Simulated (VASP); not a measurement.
# Sr (Fmmm) in VASP: further runs

Runs on Sr. Level: PBEsol. Tasks: single point.

All numbers are computed with VASP 6.6.1; they aren't measurements. Logs are shortened: lines on timing, memory, paths and dates and some standing lists are left out, and cuts for length are marked.

## (1) The cell of the first run

It takes space group Fmmm (No. 69, orthorhombic). Conventional cell: a = 5.476 Å, b = 6.085 Å, c = 6.693 Å, α = 90.00°, β = 90.00°, γ = 90.00°. Within 5.5 Å of Sr (site symmetry mmm) lie 14 Sr at 4.09 to 5.48 Å.

## (2) Single point, PBEsol (strain -0.1000 x Voigt [1, -1, 0, 0, 0, 0])

Contents of INCAR:

```
SYSTEM = Sr
  PREC = Accurate
  ENCUT = 520
  EDIFF = 1E-6
  ISMEAR = 0
  SIGMA = 0.03
  LREAL = .False.
  LASPH = .True.
  NELM = 60
  ALGO = Normal
  ISIF = 2
  LWAVE = .False.
  LCHARG = .False.
  GGA = PS
  NBANDS = 11
```

Contents of KPOINTS:

```
regular mesh
0
Gamma
  10 10 10
  0 0 0
```

Contents of POSCAR:

```
Sr
1.0
    0.0000000000      3.3465850000      3.0423500000
    2.7381150000      0.0000000000      3.0423500000
    2.7381150000      3.3465850000      0.0000000000
Sr
1
Direct
    0.0000000000      0.0000000000      0.0000000000
```

Potentials or basis: VASP PAW PBE potentials, release 64 (Sr_sv).

Command:

```
> cat potpaw_PBE.64/Sr_sv/POTCAR > POTCAR
> mpirun -np 1 vasp_std > vasp.out
```

OUTCAR:

```text
SYSTEM = Sr
   PREC = Accurate
   ENCUT = 520
   EDIFF = 1E-6
   ISMEAR = 0
   LREAL = .False.
   LASPH = .True.
   NELM = 60
   ISIF = 2
   GGA = PS

 ion  position               nearest neighbor table
   1  0.000  0.000  0.000-

  LATTYP: Found a face centered orthorhombic cell.
 ALAT       =     5.4762300000
 B/A-ratio  =     1.1111111111
 C/A-ratio  =     1.2222222222

  Lattice vectors:

 A1 = (   0.0000000000,   3.3465850000,  -3.0423500000)
 A2 = (   2.7381150000,   3.3465850000,   0.0000000000)
 A3 = (   2.7381150000,   0.0000000000,  -3.0423500000)

Analysis of symmetry for initial positions (statically):
=====================================================================
 Subroutine PRICEL returns:
 Original cell was already a primitive cell.

 Routine SETGRP: Setting up the symmetry group for a
 face centered orthorhombic supercell.

 Subroutine GETGRP returns: Found  8 space group operations
 (whereof  8 operations were pure point group operations)
 out of a pool of  8 trial point group operations.

The static configuration has the point symmetry D_2h.

Analysis of symmetry for dynamics (positions and initial velocities):
=====================================================================
 Subroutine PRICEL returns:
 Original cell was already a primitive cell.

 Routine SETGRP: Setting up the symmetry group for a
 face centered orthorhombic supercell.

 Subroutine GETGRP returns: Found  8 space group operations
 (whereof  8 operations were pure point group operations)
 out of a pool of  8 trial point group operations.

The dynamic configuration has the point symmetry D_2h.

 Subroutine INISYM returns: Found  8 space group operations
 (whereof  8 operations are pure point group operations),
 and found     1 'primitive' translations

----------------------------------------------------------------------------------------

                                     Primitive cell

  volume of cell :      55.7561

  direct lattice vectors                    reciprocal lattice vectors
     0.000000000  3.346585000  3.042350000    -0.182607378  0.149406036  0.164346640
     2.738115000  0.000000000  3.042350000     0.182607378 -0.149406036  0.164346640
     2.738115000  3.346585000  0.000000000     0.182607378  0.149406036 -0.164346640

  length of vectors
     4.522778425  4.093063312  4.323991780     0.287536843  0.287536843  0.287536843

  position of ions in fractional coordinates (direct lattice)
     0.000000000  0.000000000  0.000000000

  ion indices of the primitive-cell ions
   primitive index   ion index
                 1           1

----------------------------------------------------------------------------------------

 KPOINTS: regular mesh

Automatic generation of k-mesh.
 Grid dimensions read from file:
 generate k-points for:   10   10   10

 Generating k-lattice:

  Cartesian coordinates                     Fractional coordinates (reciprocal lattice)
    -0.018260738  0.014940604  0.016434664     0.100000000  0.000000000  0.000000000
     0.018260738 -0.014940604  0.016434664    -0.000000000  0.100000000 -0.000000000
     0.018260738  0.014940604 -0.016434664     0.000000000  0.000000000  0.100000000

  Length of vectors
     0.028753684  0.028753684  0.028753684

  Shift w.r.t. Gamma in fractional coordinates (k-lattice)
     0.000000000  0.000000000  0.000000000

 Subroutine IBZKPT returns following result:
 ===========================================

 Found    171 irreducible k-points:

 Following reciprocal coordinates:
            Coordinates               Weight
  0.000000  0.000000  0.000000      1.000000
  0.100000 -0.000000 -0.000000      8.000000
  0.200000 -0.000000 -0.000000      8.000000
  0.300000  0.000000  0.000000      8.000000
  0.400000  0.000000  0.000000      8.000000
  0.500000  0.000000  0.000000      4.000000
[... 16 lines left out ...]
  0.300000  0.300000  0.000000      2.000000
  0.400000  0.300000  0.000000      8.000000
 [... further k-points ...]
   k-points           NKPTS =    171   k-points in BZ     NKDIM =    171   number of bands    NBANDS=     11
   number of dos      NEDOS =    301   number of ions     NIONS =      1
   total plane-waves  NPLWV =  34560
   dimension x,y,z NGX =    36 NGY =   30 NGZ =   32
   dimension x,y,z NGXF=    72 NGYF=   60 NGZF=   64
   ions per type =               1
   NGX,Y,Z   is equivalent  to a cutoff of  13.23, 12.18, 12.30 a.u.
   NGXF,Y,Z  is equivalent  to a cutoff of  26.47, 24.37, 24.61 a.u.
 SYSTEM =  Sr
   PREC   = accura    normal or accurate (medium, high low for compatibility)
   ISTART =      0    job   : 0-new  1-cont  2-samecut
   ICHARG =      2    charge: 1-file 2-atom 10-const
   ISPIN  =      1    spin polarized calculation?
   LNONCOLLINEAR =      F non collinear calculations
   LSORBIT =      F    spin-orbit coupling
   LASPH  =      T    aspherical Exc in radial PAW
   ENCUT  =  520.0 eV  38.22 Ry    6.18 a.u.   8.41  7.61  8.04*2*pi/ulx,y,z
   NELM   =     60;   NELMIN=  2; NELMDL= -5     # of ELM steps
   EDIFF  = 0.1E-05   stopping-criterion for ELM
   LREAL  =      F    real-space projection
   EDIFFG = 0.1E-04   stopping-criterion for IOM
   NSW    =      0    number of steps for IOM
   IBRION =     -1    ionic relax: 0-MD 1-quasi-New 2-CG
   NFREE  =      0    steps in history (QN), initial steepest desc. (CG)
   ISIF   =      2    stress and relaxation
   ISYM   =      2    0-nonsym 1-usesym 2-fastsym
   POTIM  = 0.5000    time-step for ionic-motion
   TEBEG  =    0.0;   TEEND  =   0.0 temperature during run
   PSTRESS=    0.0 pullay stress
   NELECT =      10.0000    total number of electrons
   NUPDOWN=      -1.0000    fix difference up-down
   EMIN   =  10.00;   EMAX   =-10.00  energy-range for DOS
   EFERMI =   0.00;   METHOD = LEGACY
   ISMEAR =     0;   SIGMA  =   0.03  broadening in eV -4-tet -1-fermi 0-gaus
   EFERMI_NEDOS =   21; number of points for ismear=-14 and -15
   IALGO  =     38    algorithm
   IMIX   =      4    mixing-type and parameters
     AMIX     =   0.40;   BMIX     =  1.00
     AMIX_MAG =   1.60;   BMIX_MAG =  1.00
  volume/ion in A,a.u.               =      55.76       376.26
  Fermi-wavevector in a.u.,A,eV,Ry     =   0.923231  1.744654 11.597012  0.852356
  Thomas-Fermi vector in A             =   2.048845
   LORBIT       =      0    0 simple, 1 ext, 2 COOP (PROOUT), +10 PAW based schemes
   GGA     = PS    functional components
   LHFCALC =     F    Hartree Fock is set to
   AEXX    =    0.0000 exact exchange contribution
   IVDW    =     0    specifies the selected vdW correction
   LEPSILON=     F    determine dielectric tensor
   LRPA    =     F    only Hartree local field effects (RPA)
 non-spin polarized calculation
 Gauss-broadening in eV      SIGMA  =   0.03
  energy-cutoff  :      520.00
  volume of cell :       55.76
 maximum number of plane-waves:      1524
 NGX is ok and might be reduce to    36
   NGX = 17   NGY = 15   NGZ = 17

 number of electron      10.0000000 magnetization

 Free energy of the ion-electron system (eV)
  ---------------------------------------------------
  ext. energy  EPLUGINS =         0.00000000
  ---------------------------------------------------
  free energy    TOTEN  =        -1.81280640 eV

  energy without entropy =       -1.81215660  energy(sigma->0) =       -1.81248150

 E-fermi :   1.4760     XC(G=0):  -7.3875

 val. band max:        1.4743043604   @ k =   0.4000  -0.3000   0.2000
 cond. band min:       1.4815280345   @ k =  -0.3000   0.2000   0.3000
 fundamental gap:      0.0072236742
 Fermi energy:         1.4759838607

 k-point     1 :       0.0000    0.0000    0.0000
  band No.  band energies     occupation
      1     -35.1241      2.00000
      2     -17.0374      2.00000
      3     -17.0216      2.00000
      4     -17.0158      2.00000
      5      -2.1824      2.00000
      6       3.3373      0.00000
      7       3.9240      0.00000
      8       4.3620      0.00000
      9       4.3747      0.00000
     10       5.7218      0.00000
     11       8.7539      0.00000

 k-point     2 :       0.1000   -0.0000   -0.0000
  band No.  band energies     occupation
      1     -35.1227      2.00000
      2     -17.0465      2.00000
      3     -17.0339      2.00000
      4     -17.0187      2.00000
      5      -2.0214      2.00000
      6       3.3273      0.00000
      7       3.8243      0.00000
      8       4.3069      0.00000
      9       4.3839      0.00000
     10       5.5812      0.00000
     11       9.1276      0.00000

 k-point     3 :       0.2000   -0.0000   -0.0000
  band No.  band energies     occupation
      1     -35.1192      2.00000
      2     -17.0933      2.00000
      3     -17.0486      2.00000
      4     -17.0203      2.00000
      5      -1.5605      2.00000
      6       3.0275      0.00000
      7       3.5514      0.00000
      8       4.4135      0.00000
      9       4.6144      0.00000
     10       5.3605      0.00000
     11       8.8941      0.00000

 k-point     4 :       0.3000    0.0000    0.0000
  band No.  band energies     occupation
      1     -35.1148      2.00000
      2     -17.1549      2.00000
      3     -17.0624      2.00000
      4     -17.0217      2.00000
      5      -0.8701      2.00000
      6       2.4467      0.00000
      7       3.3323      0.00000
      8       4.4320      0.00000
      9       5.1979      0.00000
     10       5.4422      0.00000
     11       7.9896      0.00000
[... 239 lines left out ...]
 k-point    22 :      -0.2000    0.2000    0.0000
  band No.  band energies     occupation
      1     -35.1134      2.00000
      2     -17.1349      2.00000
      3     -17.0840      2.00000
      4     -17.0457      2.00000
      5      -0.6097      2.00000
      6       2.5243      0.00000
      7       3.0369      0.00000
      8       4.5363      0.00000
      9       4.6292      0.00000
     10       5.9965      0.00000
     11       8.0906      0.00000

 k-point    23 :       0.3000    0.3000    0.0000
  band No.  band energies     occupation
      1     -35.1107      2.00000
      2     -17.1574      2.00000
      3     -17.0885      2.00000
      4     -17.0537      2.00000
      5      -0.4890      2.00000
      6       2.4895      0.00000
      7       3.1095      0.00000
      8       4.7560      0.00000
      9       4.7775      0.00000
     10       5.3842      0.00000
     11       8.7222      0.00000

 k-point    24 :       0.4000    0.3000    0.0000
  band No.  band energies     occupation
      1     -35.1077      2.00000
      2     -17.1872      2.00000
      3     -17.1004      2.00000
      4     -17.0610      2.00000
      5       0.0722      2.00000
      6       2.2442      0.00000
      7       2.7468      0.00000
      8       4.8231      0.00000
      9       5.3021      0.00000
     10       5.7239      0.00000
     11       7.8792      0.00000

 [... further k-points ...]

------------------------ aborting loop because EDIFF is reached ----------------------------------------

  FORCE on cell =-STRESS in cart. coord.  units (eV):
  Direction    XX          YY          ZZ          XY          YZ          ZX
  --------------------------------------------------------------------------------------
  -------------------------------------------------------------------------------------
  Total       -0.2106744     -0.6031834     -0.1033338      0.0000000      0.0000000      0.0000000
  in kB       -6.0538214    -17.3327417     -2.9693426      0.0000000      0.0000000      0.0000000
  external PRESSURE =      -8.7853019 kB  Pullay stress =       0.0000000 kB

 VOLUME and BASIS-vectors are now :
 -----------------------------------------------------------------------------
  energy-cutoff  :      520.00
  volume of cell :       55.76
      direct lattice vectors                 reciprocal lattice vectors
     0.000000000  3.346585000  3.042350000    -0.182607378  0.149406036  0.164346640
     2.738115000  0.000000000  3.042350000     0.182607378 -0.149406036  0.164346640
     2.738115000  3.346585000  0.000000000     0.182607378  0.149406036 -0.164346640

 POSITION                                       TOTAL-FORCE (eV/Angst)
 -----------------------------------------------------------------------------------
      0.00000      0.00000      0.00000         0.000000      0.000000      0.000000
 -----------------------------------------------------------------------------------
    total drift:                                0.000000      0.000000      0.000000

  FREE ENERGIE OF THE ION-ELECTRON SYSTEM (eV)
  ---------------------------------------------------
  free  energy   TOTEN  =        -1.8128064001 eV

  energy  without entropy=       -1.8121565991  energy(sigma->0) =       -1.81248150
```

It took 98 s on 1 thread of AMD EPYC 7R13, shared host; peak memory 0.25 GiB.

What came out:

- Free energy: -1.8128 eV
- Pressure: -0.9 GPa
- Band gap on the k mesh: zero (bands 5 and 6 overlap by 0.12 eV)

Caveat: the cell differs from its parent crystal (strain -0.1000 x Voigt [1, -1, 0, 0, 0, 0]); the PAW data sets were made with another functional, which shifts forces and pressure a little.

## (3) Single point, PBEsol (strain +0.0750 x Voigt [1, -1, 0, 0, 0, 0])

Contents of INCAR:

```
SYSTEM = Sr
  ALGO = Normal
  EDIFF = 1E-6
  ENCUT = 520
  GGA = PS
  ISIF = 2
  ISMEAR = 0
  LASPH = .TRUE.
  LCHARG = .FALSE.
  LREAL = .FALSE.
  LWAVE = .FALSE.
  NBANDS = 11
  NELM = 60
  PREC = Accurate
  SIGMA = 0.03
```

Contents of KPOINTS:

```
k-points
0
G
  10 10 10
  0 0 0
```

Contents of POSCAR:

```
Sr
1.0
    0.0000000000      2.8141737500      3.0423500000
    3.2705262500      0.0000000000      3.0423500000
    3.2705262500      2.8141737500      0.0000000000
Sr
1
Direct
    0.0000000000      0.0000000000      0.0000000000
```

Potentials or basis: VASP PAW PBE potentials, release 64 (Sr_sv).

Command:

```
> cat potpaw_PBE.64/Sr_sv/POTCAR > POTCAR
> mpirun -np 1 vasp_std > vasp.out
```

OUTCAR:

```text
SYSTEM = Sr
   EDIFF = 1E-6
   ENCUT = 520
   GGA = PS
   ISIF = 2
   ISMEAR = 0
   LASPH = .TRUE.
   LREAL = .FALSE.
   NELM = 60
   PREC = Accurate

 ion  position               nearest neighbor table
   1  0.000  0.000  0.000-

  LATTYP: Found a face centered orthorhombic cell.
 ALAT       =     5.6283475000
 B/A-ratio  =     1.0810810811
 C/A-ratio  =     1.1621621622

  Lattice vectors:

 A1 = (  -3.2705262500,   0.0000000000,  -3.0423500000)
 A2 = (  -3.2705262500,   2.8141737500,   0.0000000000)
 A3 = (   0.0000000000,   2.8141737500,  -3.0423500000)

Analysis of symmetry for initial positions (statically):
=====================================================================
 Subroutine PRICEL returns:
 Original cell was already a primitive cell.

 Routine SETGRP: Setting up the symmetry group for a
 face centered orthorhombic supercell.

 Subroutine GETGRP returns: Found  8 space group operations
 (whereof  8 operations were pure point group operations)
 out of a pool of  8 trial point group operations.

The static configuration has the point symmetry D_2h.

[... 165 lines left out ...]
 k-point     1 :       0.0000    0.0000    0.0000
  band No.  band energies     occupation
      1     -35.1429      2.00000
      2     -17.0539      2.00000
      3     -17.0441      2.00000
      4     -17.0391      2.00000
      5      -2.1922      2.00000
      6       3.4089      0.00000
      7       3.8370      0.00000
      8       4.1800      0.00000
      9       4.5793      0.00000
     10       5.6141      0.00000
     11       8.6247      0.00000
[... 309 lines left out ...]
 k-point    24 :       0.4000    0.3000    0.0000
  band No.  band energies     occupation
      1     -35.1279      2.00000
      2     -17.1979      2.00000
      3     -17.1159      2.00000
      4     -17.0851      2.00000
      5       0.0589      2.00000
      6       2.1594      0.00000
      7       2.7434      0.00000
      8       4.8294      0.00000
      9       5.2437      0.00000
     10       5.8575      0.00000
     11       7.8125      0.00000

 [... further k-points ...]

------------------------ aborting loop because EDIFF is reached ----------------------------------------

  FORCE on cell =-STRESS in cart. coord.  units (eV):
  Direction    XX          YY          ZZ          XY          YZ          ZX
  --------------------------------------------------------------------------------------
  -------------------------------------------------------------------------------------
  Total       -0.5083166     -0.2441878     -0.1922619      0.0000000     -0.0000000      0.0000000
  in kB      -14.5424351     -6.9859720     -5.5004234      0.0000000     -0.0000000      0.0000000
  external PRESSURE =      -9.0096102 kB  Pullay stress =       0.0000000 kB

 VOLUME and BASIS-vectors are now :
 -----------------------------------------------------------------------------
  energy-cutoff  :      520.00
  volume of cell :       56.00
      direct lattice vectors                 reciprocal lattice vectors
     0.000000000  2.814173750  3.042350000    -0.152880595  0.177672043  0.164346640
     3.270526250  0.000000000  3.042350000     0.152880595 -0.177672043  0.164346640
     3.270526250  2.814173750  0.000000000     0.152880595  0.177672043 -0.164346640

 POSITION                                       TOTAL-FORCE (eV/Angst)
 -----------------------------------------------------------------------------------
      0.00000      0.00000      0.00000        -0.000000      0.000000      0.000000
 -----------------------------------------------------------------------------------
    total drift:                                0.000000      0.000000      0.000000

  FREE ENERGIE OF THE ION-ELECTRON SYSTEM (eV)
  ---------------------------------------------------
  free  energy   TOTEN  =        -1.8193988011 eV

  energy  without entropy=       -1.8186644868  energy(sigma->0) =       -1.81903164
```

Run time: 1.8 min. Hardware: 1 thread of AMD EPYC 7R13, shared host; peak memory 0.26 GiB.

What came out:

* Free energy: -1.8194 eV
* Pressure: -0.9 GPa
* Band gap on the k mesh: zero (bands 5 and 6 overlap by 0.10 eV)

Levels at points of the mesh, in eV from the Fermi level:
| k point | band 1 | band 2 | band 3 | band 4 | band 5 | band 6 | band 7 | band 8 | band 9 | band 10 |
| --- | --- | --- | --- | --- | --- | --- | --- | --- | --- | --- |
| (0.00, 0.00, 0.00) | -36.60 | -18.51 | -18.50 | -18.50 | -3.65 | 1.95 | 2.38 | 2.72 | 3.12 | 4.15 |
| (0.50, 0.00, 0.00) | -36.59 | -18.70 | -18.55 | -18.51 | -1.13 | 0.05 | 1.73 | 2.59 | 4.49 | 4.91 |
| (0.50, 0.50, 0.00) | -36.58 | -18.69 | -18.60 | -18.55 | -0.65 | 0.44 | 0.98 | 4.28 | 4.55 | 5.10 |
| (0.50, 0.00, 0.50) | -36.58 | -18.68 | -18.62 | -18.58 | -0.45 | 0.18 | 1.69 | 4.56 | 4.61 | 4.70 |
| (0.00, 0.50, 0.50) | -36.59 | -18.68 | -18.55 | -18.54 | -0.88 | 0.43 | 0.51 | 4.66 | 4.84 | 5.16 |

Caveat: the cell differs from its parent crystal (strain +0.0750 x Voigt [1, -1, 0, 0, 0, 0]); the PAW data sets were made with another functional, which shifts forces and pressure a little.

[end of part 1 of 2]
